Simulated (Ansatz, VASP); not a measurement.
# Nb in VASP and in Ansatz

```xyz
1
Lattice="-1.6533 1.6533 1.6533 1.6533 -1.6533 1.6533 1.6533 1.6533 -1.6533" Properties=species:S:1:pos:R:3 pbc="T T T"
Nb    0.0000    0.0000    0.0000
```

Alike in both runs: functional r2SCAN; k mesh 18 × 18 × 18; occupations fermi-dirac, width 0.15 eV; no spin polarisation.

Ansatz relaxed the structure, and its values are those at the end. VASP's run is a single point on that final structure, the one shown.

|  | VASP | Ansatz |
| --- | --- | --- |
| version | VASP 6.6.1 | Ansatz 0.2.0 |
| potentials or method | VASP PAW PBE potentials, release 64 (Nb_sv), cutoff 520 eV | scalar-relativistic, plane waves, PAW |
| valence electrons in the cell | 13 | 13 |

|  | VASP | Ansatz | Ansatz less VASP |
| --- | --- | --- | --- |
| gap on the k mesh at the Fermi level (eV) | none | none | - |
| pressure (GPa) | -0.2 | 0.0 | +0.21 |

VASP's potentials were made for PBE, not for r2SCAN. A gap of «none» marks a metal or a gap that the smearing closes.
